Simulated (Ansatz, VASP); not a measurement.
# Sn: VASP beside Ansatz

```
Sn
1.0
    -2.05825    2.05825    1.60543
     2.05825   -2.05825    1.60543
     2.05825    2.05825   -1.60543
Sn
1
Direct
  0.00000 0.00000 0.00000
```

Alike in both runs: task single point; functional PBEsol; k mesh 20 × 20 × 20; occupations gaussian, width 0.15 eV; no spin polarisation.

|  | VASP | Ansatz |
| --- | --- | --- |
| version | VASP 6.6.1 | Ansatz 0.2.0 |
| potentials or method | VASP PAW PBE potentials, release 64 (Sn_d), cutoff 520 eV | scalar-relativistic, plane waves, PAW |
| valence electrons in the cell | 14 | 14 |

```tsv
	VASP	Ansatz	Ansatz less VASP
gap on the k mesh at the Fermi level (eV)	none	none	-
pressure (GPa)	-1.1	-1.0	+0.01
traceless stress, the component that is largest in VASP (GPa)	1.86	1.85	-0.001
```

VASP's potentials were made for PBE, not for PBEsol. A gap of «none» marks a metal or a gap that the smearing closes.
